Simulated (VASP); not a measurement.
# SiGe (P6_3mc) in VASP: notebook

Runs on SiGe. Level: LDA. Tasks: single point.

Program: VASP 6.6.1. These are calculated values, not measurements. Logs are shortened: lines on timing, memory, paths and dates and some standing lists are left out, and cuts for length are marked.

### Step 1. The cell of the first run

Symmetry: P6_3mc, No. 186, hexagonal system. The conventional cell has a = 3.841 Å, b = 3.841 Å, c = 6.664 Å, α = 90.00°, β = 90.00°, γ = 120.00°. Si (site symmetry 3m) has 4 Ge at 2.37 to 2.49 Å within 3.1 Å. Within 3.1 Å of Ge (site symmetry 3m) lie 4 Si at 2.37 to 2.49 Å.

### Step 2. Single point, LDA

INCAR reads:

```
ALGO = Normal
EDIFF = 1E-6
ENCUT = 520
ISIF = 2
ISMEAR = 0
LASPH = True
LCHARG = True
LELF = True
LREAL = False
LVHAR = True
LWAVE = False
NBANDS = 26
NELM = 80
PREC = Accurate
SIGMA = 0.03
```

KPOINTS reads:

```
k-points
0
Gamma
  12 12 8
```

POSCAR reads:

```
SiGe
1.0
    3.8414652634      0.0000000000      0.0000000000
   -1.9207326317      3.3268065059      0.0000000000
    0.0000000000      0.0000000000      6.6640559114
Si Ge
2 2
Direct
    0.6666666667      0.3333333333      0.8746070000
    0.3333333333      0.6666666667      0.3746070000
    0.6666666667      0.3333333333      0.5003920000
    0.3333333333      0.6666666667      0.0003920000
```

Potentials or basis: VASP PAW LDA potentials, release 64 (Si, Ge_d).

Started as:

```sh
$ cat potpaw_LDA.64/Si/POTCAR potpaw_LDA.64/Ge_d/POTCAR > POTCAR
$ mpirun -np 1 vasp_std > vasp.out
```

OUTCAR:

```text
EDIFF = 1E-6
   ENCUT = 520
   ISIF = 2
   ISMEAR = 0
   LASPH = True
   LREAL = False
   NELM = 80
   PREC = Accurate

 ion  position               nearest neighbor table
   1  0.667  0.333  0.875-   4 2.37   4 2.37   4 2.37   3 2.49
   2  0.333  0.667  0.375-   3 2.37   3 2.37   3 2.37   4 2.49
   3  0.667  0.333  0.500-   2 2.37   2 2.37   2 2.37   1 2.49
   4  0.333  0.667  0.000-   1 2.37   1 2.37   1 2.37   2 2.49

  LATTYP: Found a hexagonal cell.
 ALAT       =     3.8414652634
 C/A-ratio  =     1.7347692754

  Lattice vectors:

 A1 = (   3.8414652634,   0.0000000000,   0.0000000000)
 A2 = (  -1.9207326317,   3.3268065059,   0.0000000000)
 A3 = (   0.0000000000,   0.0000000000,   6.6640559114)

Analysis of symmetry for initial positions (statically):
=====================================================================
 Subroutine PRICEL returns:
 Original cell was already a primitive cell.

 Routine SETGRP: Setting up the symmetry group for a
 hexagonal supercell.

 Subroutine GETGRP returns: Found 12 space group operations
 (whereof  6 operations were pure point group operations)
 out of a pool of 24 trial point group operations.

The static configuration has the point symmetry C_3v.
 The point group associated with its full space group is C_6v.

Analysis of symmetry for dynamics (positions and initial velocities):
=====================================================================
 Subroutine PRICEL returns:
 Original cell was already a primitive cell.

 Routine SETGRP: Setting up the symmetry group for a
 hexagonal supercell.

 Subroutine GETGRP returns: Found 12 space group operations
 (whereof  6 operations were pure point group operations)
 out of a pool of 24 trial point group operations.

The dynamic configuration has the point symmetry C_3v.
 The point group associated with its full space group is C_6v.

 Subroutine INISYM returns: Found 12 space group operations
 (whereof  6 operations are pure point group operations),
 and found     1 'primitive' translations

----------------------------------------------------------------------------------------

                                     Primitive cell

  volume of cell :      85.1654

  direct lattice vectors                    reciprocal lattice vectors
     3.841465263  0.000000000  0.000000000     0.260317335  0.150294283  0.000000000
    -1.920732632  3.326806506  0.000000000     0.000000000  0.300588567  0.000000000
     0.000000000  0.000000000  6.664055911     0.000000000  0.000000000  0.150058765

  length of vectors
     3.841465263  3.841465263  6.664055911     0.300588567  0.300588567  0.150058765

  position of ions in fractional coordinates (direct lattice)
     0.666666667  0.333333333  0.874607000
     0.333333333  0.666666667  0.374607000
     0.666666667  0.333333333  0.500392000
     0.333333333  0.666666667  0.000392000

  ion indices of the primitive-cell ions
   primitive index   ion index
                 1           1
                 2           2
                 3           3
                 4           4

----------------------------------------------------------------------------------------

 KPOINTS: k-points

Automatic generation of k-mesh.
 Grid dimensions read from file:
 generate k-points for:   12   12    8

 Generating k-lattice:

  Cartesian coordinates                     Fractional coordinates (reciprocal lattice)
     0.021693111  0.012524524  0.000000000     0.083333333 -0.000000000  0.000000000
     0.000000000  0.025049047  0.000000000     0.000000000  0.083333333  0.000000000
     0.000000000  0.000000000  0.018757346     0.000000000  0.000000000  0.125000000

  Length of vectors
     0.025049047  0.025049047  0.018757346

  Shift w.r.t. Gamma in fractional coordinates (k-lattice)
     0.000000000  0.000000000  0.000000000

 Subroutine IBZKPT returns following result:
 ===========================================

 Found     95 irreducible k-points:

 Following reciprocal coordinates:
            Coordinates               Weight
  0.000000  0.000000  0.000000      1.000000
  0.083333  0.000000  0.000000      6.000000
  0.166667  0.000000  0.000000      6.000000
  0.250000  0.000000  0.000000      6.000000
  0.333333  0.000000  0.000000      6.000000
  0.416667  0.000000  0.000000      6.000000
[... 16 lines left out ...]
  0.250000  0.000000  0.125000     12.000000
  0.333333  0.000000  0.125000     12.000000
 [... further k-points ...]
   k-points           NKPTS =     95   k-points in BZ     NKDIM =     95   number of bands    NBANDS=     26
   number of dos      NEDOS =    301   number of ions     NIONS =      4
   total plane-waves  NPLWV =  45000
   dimension x,y,z NGX =    30 NGY =   30 NGZ =   50
   dimension x,y,z NGXF=    60 NGYF=   60 NGZF=  100
   ions per type =               2   2
   NGX,Y,Z   is equivalent  to a cutoff of  12.98, 12.98, 12.47 a.u.
   NGXF,Y,Z  is equivalent  to a cutoff of  25.97, 25.97, 24.95 a.u.
 SYSTEM =  unknown system
   PREC   = accura    normal or accurate (medium, high low for compatibility)
   ISTART =      0    job   : 0-new  1-cont  2-samecut
   ICHARG =      2    charge: 1-file 2-atom 10-const
   ISPIN  =      1    spin polarized calculation?
   LNONCOLLINEAR =      F non collinear calculations
   LSORBIT =      F    spin-orbit coupling
   LASPH  =      T    aspherical Exc in radial PAW
   ENCUT  =  520.0 eV  38.22 Ry    6.18 a.u.   7.14  7.14 12.39*2*pi/ulx,y,z
   NELM   =     80;   NELMIN=  2; NELMDL= -5     # of ELM steps
   EDIFF  = 0.1E-05   stopping-criterion for ELM
   LREAL  =      F    real-space projection
   EDIFFG = 0.1E-04   stopping-criterion for IOM
   NSW    =      0    number of steps for IOM
   IBRION =     -1    ionic relax: 0-MD 1-quasi-New 2-CG
   NFREE  =      0    steps in history (QN), initial steepest desc. (CG)
   ISIF   =      2    stress and relaxation
   ISYM   =      2    0-nonsym 1-usesym 2-fastsym
   POTIM  = 0.5000    time-step for ionic-motion
   TEBEG  =    0.0;   TEEND  =   0.0 temperature during run
   PSTRESS=    0.0 pullay stress
   NELECT =      36.0000    total number of electrons
   NUPDOWN=      -1.0000    fix difference up-down
   EMIN   =  10.00;   EMAX   =-10.00  energy-range for DOS
   EFERMI =   0.00;   METHOD = LEGACY
   ISMEAR =     0;   SIGMA  =   0.03  broadening in eV -4-tet -1-fermi 0-gaus
   EFERMI_NEDOS =   21; number of points for ismear=-14 and -15
   IALGO  =     38    algorithm
   IMIX   =      4    mixing-type and parameters
     AMIX     =   0.40;   BMIX     =  1.00
     AMIX_MAG =   1.60;   BMIX_MAG =  1.00
  volume/ion in A,a.u.               =      21.29       143.68
  Fermi-wavevector in a.u.,A,eV,Ry     =   1.228631  2.321775 20.538443  1.509533
  Thomas-Fermi vector in A             =   2.363549
   LORBIT       =      0    0 simple, 1 ext, 2 COOP (PROOUT), +10 PAW based schemes
   GGA     = CA    functional components
   LHFCALC =     F    Hartree Fock is set to
   AEXX    =    0.0000 exact exchange contribution
   IVDW    =     0    specifies the selected vdW correction
   LEPSILON=     F    determine dielectric tensor
   LRPA    =     F    only Hartree local field effects (RPA)
 non-spin polarized calculation
 Gauss-broadening in eV      SIGMA  =   0.03
  energy-cutoff  :      520.00
  volume of cell :       85.17
 maximum number of plane-waves:      2319
 NGX is ok and might be reduce to    30

 number of electron      35.9999982 magnetization

 Free energy of the ion-electron system (eV)
  ---------------------------------------------------
  ext. energy  EPLUGINS =         0.00000000
  ---------------------------------------------------
  free energy    TOTEN  =       -22.12522099 eV

  energy without entropy =      -22.12522099  energy(sigma->0) =      -22.12522099

 E-fermi :   5.5666     XC(G=0):  -9.9773

 val. band max:        5.4454755096   @ k =   0.0000   0.0000   0.0000
 cond. band min:       5.6985225366   @ k =   0.5000   0.0000   0.3750
 fundamental gap:      0.2530470270
 Fermi energy:         5.5666372125

 k-point     1 :       0.0000    0.0000    0.0000
  band No.  band energies     occupation
      1     -19.2567      2.00000
      2     -19.2559      2.00000
      3     -19.2542      2.00000
      4     -19.2542      2.00000
      5     -19.2515      2.00000
      6     -19.2515      2.00000
[... 18 lines left out ...]
     25       9.7064      0.00000
     26      12.0154      0.00000

 k-point     2 :       0.0833    0.0000    0.0000
  band No.  band energies     occupation
      1     -19.2562      2.00000
      2     -19.2559      2.00000
      3     -19.2545      2.00000
      4     -19.2539      2.00000
      5     -19.2513      2.00000
      6     -19.2511      2.00000
[... 18 lines left out ...]
     25      10.0310      0.00000
     26      11.5663      0.00000

 k-point     3 :       0.1667    0.0000    0.0000
  band No.  band energies     occupation
      1     -19.2567      2.00000
      2     -19.2551      2.00000
      3     -19.2548      2.00000
      4     -19.2530      2.00000
      5     -19.2504      2.00000
      6     -19.2499      2.00000
[... 18 lines left out ...]
     25      10.7473      0.00000
     26      10.8697      0.00000

 k-point     4 :       0.2500    0.0000    0.0000
  band No.  band energies     occupation
      1     -19.2580      2.00000
      2     -19.2559      2.00000
      3     -19.2532      2.00000
      4     -19.2519      2.00000
      5     -19.2488      2.00000
      6     -19.2484      2.00000
[... 18 lines left out ...]
     25      11.8961      0.00000
     26      12.0013      0.00000

 k-point     5 :       0.3333    0.0000    0.0000
  band No.  band energies     occupation
      1     -19.2593      2.00000
      2     -19.2569      2.00000
      3     -19.2515      2.00000
      4     -19.2511      2.00000
      5     -19.2472      2.00000
      6     -19.2470      2.00000
[... 18 lines left out ...]
     25      11.9220      0.00000
     26      12.7374      0.00000

 k-point     6 :       0.4167    0.0000    0.0000
  band No.  band energies     occupation
      1     -19.2603      2.00000
      2     -19.2577      2.00000
      3     -19.2506      2.00000
      4     -19.2504      2.00000
      5     -19.2461      2.00000
      6     -19.2461      2.00000
[... 427 lines left out ...]
 k-point    21 :       0.0833    0.0000    0.1250
  band No.  band energies     occupation
      1     -19.2563      2.00000
      2     -19.2560      2.00000
      3     -19.2543      2.00000
      4     -19.2538      2.00000
      5     -19.2514      2.00000
      6     -19.2512      2.00000
[... 18 lines left out ...]
     25       9.9333      0.00000
     26      11.7336      0.00000

 k-point    22 :       0.1667    0.0000    0.1250
  band No.  band energies     occupation
      1     -19.2567      2.00000
      2     -19.2556      2.00000
      3     -19.2542      2.00000
      4     -19.2529      2.00000
      5     -19.2505      2.00000
      6     -19.2500      2.00000
[... 18 lines left out ...]
     25      10.7644      0.00000
     26      10.8925      0.00000

 k-point    23 :       0.2500    0.0000    0.1250
  band No.  band energies     occupation
      1     -19.2580      2.00000
      2     -19.2562      2.00000
      3     -19.2528      2.00000
      4     -19.2518      2.00000
      5     -19.2489      2.00000
      6     -19.2485      2.00000
[... 18 lines left out ...]
     25      11.7450      0.00000
     26      11.8738      0.00000

 k-point    24 :       0.3333    0.0000    0.1250
  band No.  band energies     occupation
      1     -19.2593      2.00000
      2     -19.2571      2.00000
      3     -19.2512      2.00000
      4     -19.2509      2.00000
      5     -19.2473      2.00000
      6     -19.2472      2.00000
[... 18 lines left out ...]
     25      12.4946      0.00000
     26      12.9282      0.00000

 [... further k-points ...]
[... 5 lines left out ...]
  --------------------------------------------------------------------------------------
  -------------------------------------------------------------------------------------
  Total        0.6606107      0.6606107     -4.1591254      0.0000000      0.0000000      0.0000000
  in kB       12.4277667     12.4277667    -78.2437239      0.0000000      0.0000000      0.0000000
  external PRESSURE =     -17.7960635 kB  Pullay stress =       0.0000000 kB

 VOLUME and BASIS-vectors are now :
 -----------------------------------------------------------------------------
  energy-cutoff  :      520.00
  volume of cell :       85.17
      direct lattice vectors                 reciprocal lattice vectors
     3.841465263  0.000000000  0.000000000     0.260317335  0.150294283  0.000000000
    -1.920732632  3.326806506  0.000000000     0.000000000  0.300588567  0.000000000
     0.000000000  0.000000000  6.664055911     0.000000000  0.000000000  0.150058765

 POSITION                                       TOTAL-FORCE (eV/Angst)
 -----------------------------------------------------------------------------------
      1.92073      1.10894      5.82843        -0.000000     -0.000000     -0.369748
     -0.00000      2.21787      2.49640         0.000000     -0.000000     -0.369748
      1.92073      1.10894      3.33464         0.000000     -0.000000      0.369748
     -0.00000      2.21787      0.00261        -0.000000      0.000000      0.369748
 -----------------------------------------------------------------------------------
    total drift:                                0.000000      0.000000     -0.001081

  FREE ENERGIE OF THE ION-ELECTRON SYSTEM (eV)
  ---------------------------------------------------
  free  energy   TOTEN  =       -22.1252209865 eV

  energy  without entropy=      -22.1252209865  energy(sigma->0) =      -22.12522099
```

Wall time 2.9 min (1 thread of Intel Xeon Platinum 8259CL at 2.50GHz (Skylake/Cascade Lake), shared host); peak memory 0.29 GiB.

What came out:

```yaml
Free_energy: -22.1252 eV
Pressure: -1.8 GPa
Largest_force: 0.370 eV/Å
Band_gap_on_the_k_mesh: 0.25 eV, indirect (least direct gap 0.80 eV)
```

Forces in eV/Å, atoms in the order of the input:
```
Si   0.000  0.000 -0.370
Si   0.000  0.000 -0.370
Ge   0.000  0.000  0.370
Ge   0.000  0.000  0.370
```

 A k mesh can miss the band edges.

### Step 3. Single point, LDA

This run uses another cell than the first one, of the same volume but with other edges.

INCAR reads:

```
SYSTEM = SiGe
PREC     = Accurate       ! precision mode
ENCUT    = 520            ! plane-wave cutoff, eV
EDIFF    = 1E-6           ! SCF threshold, eV
ISMEAR   = 0              ! smearing method
SIGMA    = 0.03           ! smearing width, eV
LREAL    = .FALSE.        ! projectors in reciprocal space
LASPH    = .TRUE.         ! aspherical terms in the spheres
NELM     = 80             ! most SCF steps
ALGO     = Normal         ! electronic algorithm
ISIF     = 2              ! what is computed and relaxed
LWAVE    = .FALSE.        ! write WAVECAR
LCHARG   = .FALSE.        ! write CHGCAR
GGA      = CA             ! functional
NBANDS   = 26             ! bands
```

KPOINTS reads:

```
regular mesh
0
G
  12 12 8
  0 0 0
```

POSCAR reads:

```
SiGe
1.0
    4.1218011386      0.0000000000      0.0000000000
   -2.0609005693      3.5695844954      0.0000000000
    0.0000000000      0.0000000000      5.7883979793
Si Ge
2 2
Direct
    0.6666666667      0.3333333333      0.8746070000
    0.3333333333      0.6666666667      0.3746070000
    0.6666666667      0.3333333333      0.5003920000
    0.3333333333      0.6666666667      0.0003920000
```

Potentials or basis: VASP PAW LDA potentials, release 64 (Si, Ge_d).

Started as:

```sh
$ cat potpaw_LDA.64/Si/POTCAR potpaw_LDA.64/Ge_d/POTCAR > POTCAR
$ mpirun -np 1 vasp_std > vasp.out
```

Wall time 2.6 min (1 thread of Intel Xeon Platinum 8375C at 2.90GHz (Ice Lake), shared host); peak memory 0.29 GiB.

The run converged. Its results:

* Free energy: -21.1446 eV
* Pressure: 2.1 GPa
* Largest force: 2.536 eV/Å
* Band gap on the k mesh: zero (band 18 reaches 5.62 eV, above the bottom of band 19 at 4.88 eV)

Forces in eV/Å, atoms in the order of the input:
```
Si   0.000  0.000  2.536
Si   0.000  0.000  2.536
Ge   0.000  0.000 -2.536
Ge   0.000  0.000 -2.536
```

Stress tensor (GPa, compression positive):
```
-10.86   0.00   0.00
  0.00 -10.86   0.00
  0.00   0.00  27.97
```

Levels at points of the mesh, in eV from the Fermi level:
| k point | band 15 | band 16 | band 17 | band 18 | band 19 | band 20 | band 21 | band 22 |
| --- | --- | --- | --- | --- | --- | --- | --- | --- |
| (0.00, 0.00, 0.00) | -2.14 | -0.92 | -0.20 | 0.45 | 0.45 | 1.41 | 1.41 | 1.46 |
| (0.50, 0.00, 0.00) | -4.70 | -3.46 | -3.00 | -0.79 | -0.10 | 2.54 | 2.92 | 3.68 |
| (0.00, 0.00, 0.50) | -1.25 | -1.25 | -1.25 | -1.25 | 0.54 | 0.54 | 2.91 | 2.91 |
| (0.50, 0.00, 0.50) | -2.50 | -2.50 | -1.75 | -1.75 | 0.85 | 0.85 | 2.95 | 2.95 |

Caveat: forces of over 1 eV/Å act on the atoms, so gaps and moduli don't describe the material at rest.

### Step 4. Single point, LDA

This run uses another cell than the first one, of the same volume but with other edges.

INCAR reads:

```
PREC     = Accurate       # precision mode
ENCUT    = 520            # plane-wave cutoff, eV
EDIFF    = 1E-6           # SCF threshold, eV
ISMEAR   = 0              # smearing method
SIGMA    = 0.03           # smearing width, eV
LREAL    = F              # projectors in reciprocal space
LASPH    = T              # aspherical terms in the spheres
NELM     = 100            # most SCF steps
ALGO     = Normal         # electronic algorithm
ISIF     = 2              # what is computed and relaxed
LWAVE    = F              # write WAVECAR
LCHARG   = F              # write CHGCAR
GGA      = CA             # functional
NBANDS   = 26             # bands
```

KPOINTS reads:

```
Automatic mesh
0
Gamma
  12 12 8
```

POSCAR reads:

```
SiGe
1.0
    3.6742293450      0.0000000000      0.0000000000
   -1.8371146725      3.1819759521      0.0000000000
    0.0000000000      0.0000000000      7.2845030610
Si Ge
2 2
Direct
    0.6666666667      0.3333333333      0.8746070000
    0.3333333333      0.6666666667      0.3746070000
    0.6666666667      0.3333333333      0.5003920000
    0.3333333333      0.6666666667      0.0003920000
```

Started as:

```sh
$ cat potpaw_LDA.64/Si/POTCAR potpaw_LDA.64/Ge_d/POTCAR > POTCAR
$ mpirun -np 1 vasp_std > vasp.out
```

Wall time 2.3 min (1 thread of Intel Xeon Platinum 8375C at 2.90GHz (Ice Lake), shared host); peak memory 0.29 GiB.

The run converged. Its results:

* Free energy: -21.2442 eV
* Pressure: 1.7 GPa
* Largest force: 0.830 eV/Å
* Band gap on the k mesh: zero (band 18 reaches 5.62 eV, above the bottom of band 19 at 4.95 eV)

Forces in eV/Å, atoms in the order of the input:
```
Si   0.000  0.000 -0.830
Si   0.000  0.000 -0.830
Ge   0.000  0.000  0.830
Ge   0.000  0.000  0.830
```

Stress tensor (GPa, compression positive):
```
 10.19   0.00   0.00
  0.00  10.19   0.00
  0.00   0.00 -15.26
```

Levels at points of the mesh, in eV from the Fermi level:
```tsv
k point	band 14	band 15	band 16	band 17	band 18	band 19	band 20	band 21	band 22	band 23
(0.00, 0.00, 0.00)	-0.92	-0.69	-0.43	-0.43	0.36	0.36	2.48	3.26	3.26	3.62
(0.50, 0.00, 0.00)	-6.90	-4.21	-2.53	-2.36	-1.51	1.26	1.30	2.67	2.98	3.41
(0.00, 0.00, 0.50)	-5.04	-0.09	-0.09	-0.09	-0.09	2.90	2.90	3.87	3.87	3.87
(0.50, 0.00, 0.50)	-7.54	-2.76	-2.76	-1.99	-1.99	0.29	0.29	1.99	1.99	5.99
```

### Step 5. The runs side by side

```csv
cell,gap on the mesh (eV),pressure (GPa),largest force (eV/Å)
"a = 3.841, b = 3.841, c = 6.664 Å, angles 90.0, 90.0, 120.0°, 4 atoms",0.25,-1.8,0.37
"a = 4.122, b = 4.122, c = 5.788 Å, angles 90.0, 90.0, 120.0°, 4 atoms",none,2.1,2.54
"a = 3.674, b = 3.674, c = 7.285 Å, angles 90.0, 90.0, 120.0°, 4 atoms",none,1.7,0.83
```

Alike in all rows: task single point; level LDA; potentials or basis VASP PAW LDA potentials, release 64 (Si, Ge_d); no spin polarisation; k mesh 12 × 12 × 8; cutoff (eV) 520; smearing gaussian 0.03 eV.

Caveats: forces of over 1 eV/Å act on the atoms, so gaps and moduli don't describe the material at rest (some runs).

Absolute energies hang on the potentials; compare differences alone.
